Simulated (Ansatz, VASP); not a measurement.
## One calculation of Sr2C, two programs

INCAR

```
SYSTEM = Sr2C
PREC = Accurate ; ENCUT = 520
EDIFF = 1E-6 ; ISMEAR = -1
SIGMA = 0.02 ; LREAL = .FALSE.
LASPH = .TRUE. ; NELM = 100
ALGO = Normal ; ISIF = 2
LWAVE = .FALSE. ; LCHARG = .FALSE.
GGA = PE ; NBANDS = 19
```

KPOINTS

```
regular mesh
0
G
  6 6 6
  0 0 0
```

POSCAR

```
Sr2C
1.0
    0.0000000000      3.3601424637      3.3601424637
    3.3601424637      0.0000000000      3.3601424637
    3.3601424637      3.3601424637      0.0000000000
C Sr
1 2
Direct
    0.0000000000      0.0000000000      0.0000000000
    0.2500000000      0.2500000000      0.2500000000
    0.7500000000      0.7500000000      0.7500000000
```

Input for Ansatz:

```yaml
crystal:
  lattice:
    - [0.0, 3.3601424637, 3.3601424637]
    - [3.3601424637, 0.0, 3.3601424637]
    - [3.3601424637, 3.3601424637, 0.0]
  atoms:
    - { symbol: C, position: [0.0, 0.0, 0.0] }
    - { symbol: Sr, position: [0.25, 0.25, 0.25] }
    - { symbol: Sr, position: [0.75, 0.75, 0.75] }
kpoints:
  mp_grid: { grid: [6, 6, 6] }
  band_path:
    path:
      - [[0.0, 0.0, 0.0], [0.5, 1.099401219967e-34, 0.5], [0.625, 0.25, 0.625]]
      - [[0.375, 0.375, 0.75], [0.0, 0.0, 0.0], [0.5, 0.5, 0.5], [0.5, 0.25, 0.75], [0.5, 1.099401219967e-34, 0.5]]
    npoints: 10
hamiltonian:
  xc: pbe
scf:
  occupations: { method: fermi_dirac, width: 0.02 }
  n_extra_bands: 4
output:
  forces: true
  stress: true
  eigenvalues: true
```

Alike in both runs: task single point; functional PBE; k mesh 6 × 6 × 6; occupations fermi-dirac, width 0.02 eV; no spin polarisation.

|  | VASP | Ansatz |
| --- | --- | --- |
| version | VASP 6.6.1 | Ansatz 0.2.0 |
| potentials or method | VASP PAW PBE potentials, release 64 (C, Sr_sv) | plane waves, PAW |
| plane-wave cutoff (eV) | 520 | 420 |
| valence electrons in the cell | 24 | 24 |

```tsv
	VASP	Ansatz	Ansatz less VASP
pressure (GPa)	0.6	0.3	-0.21
```

With one functional, cell and mesh, what is left measures potentials, basis and numerics.
